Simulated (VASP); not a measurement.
# MgO (Fm-3m) in VASP: further runs

The runs below take MgO through single point, with r2SCAN.

Everything below comes from runs of VASP 6.6.1. Logs are shortened: lines on timing, memory, paths and dates and some standing lists are left out, and cuts for length are marked.

## 1. The cell of the first run

Symmetry: Fm-3m, No. 225, cubic system. Conventional cell: a = 4.166 Å, b = 4.166 Å, c = 4.166 Å, α = 90.00°, β = 90.00°, γ = 90.00°. Mg (site symmetry m-3m) has 6 O at 2.08 Å within 2.8 Å. Within 2.8 Å of O (site symmetry m-3m) lie 6 Mg at 2.08 Å.

## 2. Single point, r2SCAN

POSCAR

```
MgO
1.0
    0.0000000000      2.0829271338      2.0829271338
    2.0829271338      0.0000000000      2.0829271338
    2.0829271338      2.0829271338      0.0000000000
Mg O
1 1
Direct
    0.0000000000      0.0000000000      0.0000000000
    0.5000000000      0.5000000000      0.5000000000
```

INCAR.step1

```
SYSTEM = MgO
PREC = Accurate
ENCUT = 520
ISMEAR = -1
SIGMA = 0.05
LREAL = .False.
LASPH = .True.
NELM = 60
NBANDS = 11
GGA = PE
ALGO = Normal
EDIFF = 1E-4
LWAVE = .True.
LCHARG = .False.
```

INCAR.step2

```
SYSTEM = MgO
PREC = Accurate
ENCUT = 520
EDIFF = 1E-6
ISMEAR = -1
SIGMA = 0.05
LREAL = .False.
LASPH = .True.
NELM = 60
ALGO = Normal
ISIF = 2
LWAVE = .False.
LCHARG = .False.
METAGGA = R2SCAN
LMIXTAU = .True.
NBANDS = 11
ISTART = 1
```

KPOINTS

```
Automatic mesh
0
Gamma
  11 11 11
  0 0 0
```

Potentials or basis: VASP PAW PBE potentials, release 64 (Mg, O).

Started as:

```bash
$ cat potpaw_PBE.64/Mg/POTCAR potpaw_PBE.64/O/POTCAR > POTCAR
$ cp INCAR.step1 INCAR
$ mpirun -np 1 vasp_std > vasp.out
$ cp INCAR.step2 INCAR
$ mpirun -np 1 vasp_std > vasp.out
```

OUTCAR:

```text
SYSTEM = MgO
   PREC = Accurate
   ENCUT = 520
   EDIFF = 1E-6
   ISMEAR = -1
   LREAL = .False.
   LASPH = .True.
   NELM = 60
   ISIF = 2
   METAGGA = R2SCAN
   ISTART = 1

 ion  position               nearest neighbor table
   1  0.000  0.000  0.000-   2 2.08   2 2.08   2 2.08   2 2.08   2 2.08   2 2.08
   2  0.500  0.500  0.500-   1 2.08   1 2.08   1 2.08   1 2.08   1 2.08   1 2.08

  LATTYP: Found a face centered cubic cell.
 ALAT       =     4.1658542676

  Lattice vectors:

 A1 = (   0.0000000000,   2.0829271338,   2.0829271338)
 A2 = (   2.0829271338,   0.0000000000,   2.0829271338)
 A3 = (   2.0829271338,   2.0829271338,   0.0000000000)

Analysis of symmetry for initial positions (statically):
=====================================================================
 Subroutine PRICEL returns:
 Original cell was already a primitive cell.

 Routine SETGRP: Setting up the symmetry group for a
 face centered cubic supercell.

 Subroutine GETGRP returns: Found 48 space group operations
 (whereof 48 operations were pure point group operations)
 out of a pool of 48 trial point group operations.

The static configuration has the point symmetry O_h .

Analysis of symmetry for dynamics (positions and initial velocities):
=====================================================================
 Subroutine PRICEL returns:
 Original cell was already a primitive cell.

 Routine SETGRP: Setting up the symmetry group for a
 face centered cubic supercell.

 Subroutine GETGRP returns: Found 48 space group operations
 (whereof 48 operations were pure point group operations)
 out of a pool of 48 trial point group operations.

The dynamic configuration has the point symmetry O_h .

 Subroutine INISYM returns: Found 48 space group operations
 (whereof 48 operations are pure point group operations),
 and found     1 'primitive' translations

----------------------------------------------------------------------------------------

                                     Primitive cell

  volume of cell :      18.0739

  direct lattice vectors                    reciprocal lattice vectors
     0.000000000  2.082927134  2.082927134    -0.240046803  0.240046803  0.240046803
     2.082927134  0.000000000  2.082927134     0.240046803 -0.240046803  0.240046803
     2.082927134  2.082927134  0.000000000     0.240046803  0.240046803 -0.240046803

  length of vectors
     2.945703802  2.945703802  2.945703802     0.415773260  0.415773260  0.415773260

  position of ions in fractional coordinates (direct lattice)
     0.000000000  0.000000000  0.000000000
     0.500000000  0.500000000  0.500000000

  ion indices of the primitive-cell ions
   primitive index   ion index
                 1           1
                 2           2

----------------------------------------------------------------------------------------

 KPOINTS: Automatic mesh

Automatic generation of k-mesh.
 Grid dimensions read from file:
 generate k-points for:   11   11   11

 Generating k-lattice:

  Cartesian coordinates                     Fractional coordinates (reciprocal lattice)
    -0.021822437  0.021822437  0.021822437     0.090909091  0.000000000  0.000000000
     0.021822437 -0.021822437  0.021822437     0.000000000  0.090909091  0.000000000
     0.021822437  0.021822437 -0.021822437     0.000000000  0.000000000  0.090909091

  Length of vectors
     0.037797569  0.037797569  0.037797569

  Shift w.r.t. Gamma in fractional coordinates (k-lattice)
     0.000000000  0.000000000  0.000000000

 Subroutine IBZKPT returns following result:
 ===========================================

 Found     56 irreducible k-points:

 Following reciprocal coordinates:
            Coordinates               Weight
  0.000000  0.000000  0.000000      1.000000
  0.090909  0.000000  0.000000      8.000000
  0.181818  0.000000  0.000000      8.000000
  0.272727  0.000000  0.000000      8.000000
  0.363636  0.000000  0.000000      8.000000
  0.454545  0.000000  0.000000      8.000000
[... 16 lines left out ...]
 -0.272727  0.181818  0.000000     24.000000
 -0.181818  0.181818  0.000000     12.000000
 [... further k-points ...]
   k-points           NKPTS =     56   k-points in BZ     NKDIM =     56   number of bands    NBANDS=     11
   number of dos      NEDOS =    301   number of ions     NIONS =      2
   total plane-waves  NPLWV =  13824
   dimension x,y,z NGX =    24 NGY =   24 NGZ =   24
   dimension x,y,z NGXF=    48 NGYF=   48 NGZF=   48
   ions per type =               1   1
   NGX,Y,Z   is equivalent  to a cutoff of  13.54, 13.54, 13.54 a.u.
   NGXF,Y,Z  is equivalent  to a cutoff of  27.09, 27.09, 27.09 a.u.
 SYSTEM =  MgO
   PREC   = accura    normal or accurate (medium, high low for compatibility)
   ISTART =      1    job   : 0-new  1-cont  2-samecut
   ICHARG =      0    charge: 1-file 2-atom 10-const
   ISPIN  =      1    spin polarized calculation?
   LNONCOLLINEAR =      F non collinear calculations
   LSORBIT =      F    spin-orbit coupling
   LASPH  =      T    aspherical Exc in radial PAW
   ENCUT  =  520.0 eV  38.22 Ry    6.18 a.u.   5.48  5.48  5.48*2*pi/ulx,y,z
   NELM   =     60;   NELMIN=  2; NELMDL=  0     # of ELM steps
   EDIFF  = 0.1E-05   stopping-criterion for ELM
   LREAL  =      F    real-space projection
   EDIFFG = 0.1E-04   stopping-criterion for IOM
   NSW    =      0    number of steps for IOM
   IBRION =     -1    ionic relax: 0-MD 1-quasi-New 2-CG
   NFREE  =      0    steps in history (QN), initial steepest desc. (CG)
   ISIF   =      2    stress and relaxation
   ISYM   =      2    0-nonsym 1-usesym 2-fastsym
   POTIM  = 0.5000    time-step for ionic-motion
   TEBEG  =    0.0;   TEEND  =   0.0 temperature during run
   PSTRESS=    0.0 pullay stress
   NELECT =       8.0000    total number of electrons
   NUPDOWN=      -1.0000    fix difference up-down
   EMIN   =  10.00;   EMAX   =-10.00  energy-range for DOS
   EFERMI =   0.00;   METHOD = LEGACY
   ISMEAR =    -1;   SIGMA  =   0.05  broadening in eV -4-tet -1-fermi 0-gaus
   EFERMI_NEDOS =   21; number of points for ismear=-14 and -15
   IALGO  =     38    algorithm
   IMIX   =      4    mixing-type and parameters
     AMIX     =   0.40;   BMIX     =  1.00
     AMIX_MAG =   1.60;   BMIX_MAG =  1.00
  volume/ion in A,a.u.               =       9.04        60.98
  Fermi-wavevector in a.u.,A,eV,Ry     =   1.247635  2.357688 21.178722  1.556592
  Thomas-Fermi vector in A             =   2.381758
   LORBIT       =      0    0 simple, 1 ext, 2 COOP (PROOUT), +10 PAW based schemes
   METAGGA = R2SCAN    functional components
   LHFCALC =     F    Hartree Fock is set to
   AEXX    =    0.0000 exact exchange contribution
   IVDW    =     0    specifies the selected vdW correction
   LEPSILON=     F    determine dielectric tensor
   LRPA    =     F    only Hartree local field effects (RPA)
 non-spin polarized calculation
  energy-cutoff  :      520.00
  volume of cell :       18.07
 maximum number of plane-waves:       531
 NGX is ok and might be reduce to    24
   NGX = 11   NGY = 11   NGZ = 11

 number of electron       8.0000001 magnetization

 Free energy of the ion-electron system (eV)
  ---------------------------------------------------
  ext. energy  EPLUGINS =         0.00000000
  ---------------------------------------------------
  free energy    TOTEN  =       -16.15649252 eV

  energy without entropy =      -16.15649252  energy(sigma->0) =      -16.15649252

 E-fermi :   4.1379     XC(G=0): -11.7663

 val. band max:        3.0232318717   @ k =   0.0000   0.0000   0.0000
 cond. band min:       8.9691135003   @ k =   0.0000   0.0000   0.0000
 fundamental gap:      5.9458816286
 Fermi energy:         4.1379313620

 k-point     1 :       0.0000    0.0000    0.0000
  band No.  band energies     occupation
      1     -15.3499      2.00000
      2       3.0232      2.00000
      3       3.0232      2.00000
      4       3.0232      2.00000
      5       8.9691      0.00000
      6      20.0516      0.00000
      7      20.0516      0.00000
      8      20.0516      0.00000
      9      24.2931      0.00000
     10      26.0968      0.00000
     11      26.0968      0.00000

 k-point     2 :       0.0909    0.0000    0.0000
  band No.  band energies     occupation
      1     -15.2583      2.00000
      2       2.4863      2.00000
      3       2.9621      2.00000
      4       2.9621      2.00000
      5       9.4872      0.00000
      6      18.9605      0.00000
      7      20.2734      0.00000
      8      20.2734      0.00000
      9      25.5113      0.00000
     10      25.5113      0.00000
     11      25.8159      0.00000

 k-point     3 :       0.1818    0.0000    0.0000
  band No.  band energies     occupation
      1     -15.0031      2.00000
      2       1.2983      2.00000
      3       2.8025      2.00000
      4       2.8025      2.00000
      5      10.5724      0.00000
      6      17.5185      0.00000
      7      20.7801      0.00000
      8      20.7801      0.00000
      9      24.7996      0.00000
     10      24.7996      0.00000
     11      27.3001      0.00000

 k-point     4 :       0.2727    0.0000    0.0000
  band No.  band energies     occupation
      1     -14.6438      2.00000
      2       0.0085      2.00000
      3       2.6025      2.00000
      4       2.6025      2.00000
      5      11.5284      0.00000
      6      16.7765      0.00000
      7      21.0836      0.00000
      8      21.0836      0.00000
      9      24.9537      0.00000
     10      24.9537      0.00000
     11      26.9203      0.00000
[... 239 lines left out ...]
 k-point    22 :      -0.3636    0.1818    0.0000
  band No.  band energies     occupation
      1     -13.9757      2.00000
      2      -1.1069      2.00000
      3       1.2208      2.00000
      4       2.2274      2.00000
      5      13.4357      0.00000
      6      16.6670      0.00000
      7      18.6669      0.00000
      8      21.6952      0.00000
      9      25.6550      0.00000
     10      26.1189      0.00000
     11      29.7192      0.00000

 k-point    23 :      -0.2727    0.1818    0.0000
  band No.  band energies     occupation
      1     -14.2182      2.00000
      2      -0.5740      2.00000
      3       1.4058      2.00000
      4       2.4125      2.00000
      5      13.1824      0.00000
      6      16.2010      0.00000
      7      19.2449      0.00000
      8      21.9964      0.00000
      9      24.0890      0.00000
     10      26.2051      0.00000
     11      29.8784      0.00000

 k-point    24 :      -0.1818    0.1818    0.0000
  band No.  band energies     occupation
      1     -14.5364      2.00000
      2       0.1111      2.00000
      3       1.8609      2.00000
      4       2.6126      2.00000
      5      12.3285      0.00000
      6      16.2745      0.00000
      7      20.0378      0.00000
      8      22.3865      0.00000
      9      22.6406      0.00000
     10      26.0391      0.00000
     11      29.6920      0.00000

 [... further k-points ...]

------------------------ aborting loop because EDIFF is reached ----------------------------------------

  FORCE on cell =-STRESS in cart. coord.  units (eV):
  Direction    XX          YY          ZZ          XY          YZ          ZX
  --------------------------------------------------------------------------------------
  -------------------------------------------------------------------------------------
  Total        0.4194154      0.4194154      0.4194154     -0.0000000     -0.0000000      0.0000000
  in kB       37.1794262     37.1794262     37.1794262     -0.0000000     -0.0000000      0.0000000
  external PRESSURE =      37.1794262 kB  Pullay stress =       0.0000000 kB

 VOLUME and BASIS-vectors are now :
 -----------------------------------------------------------------------------
  energy-cutoff  :      520.00
  volume of cell :       18.07
      direct lattice vectors                 reciprocal lattice vectors
     0.000000000  2.082927134  2.082927134    -0.240046803  0.240046803  0.240046803
     2.082927134  0.000000000  2.082927134     0.240046803 -0.240046803  0.240046803
     2.082927134  2.082927134  0.000000000     0.240046803  0.240046803 -0.240046803

 POSITION                                       TOTAL-FORCE (eV/Angst)
 -----------------------------------------------------------------------------------
      0.00000      0.00000      0.00000         0.000000      0.000000      0.000000
      2.08293      2.08293      2.08293        -0.000000     -0.000000      0.000000
 -----------------------------------------------------------------------------------
    total drift:                               -0.000000     -0.000000      0.000000

  FREE ENERGIE OF THE ION-ELECTRON SYSTEM (eV)
  ---------------------------------------------------
  free  energy   TOTEN  =       -16.1564925159 eV

  energy  without entropy=      -16.1564925159  energy(sigma->0) =      -16.15649252
```

Wall time 16 s (1 thread of Intel Xeon 6975P-C (Granite Rapids), shared host); peak memory 0.14 GiB.

What came out:

* Free energy: -16.1565 eV
* Pressure: 3.7 GPa
* Band gap on the k mesh: 5.95 eV, direct

Caveat: the PAW data sets were made with another functional, which shifts forces and pressure a little.

[end of part 1 of 2]
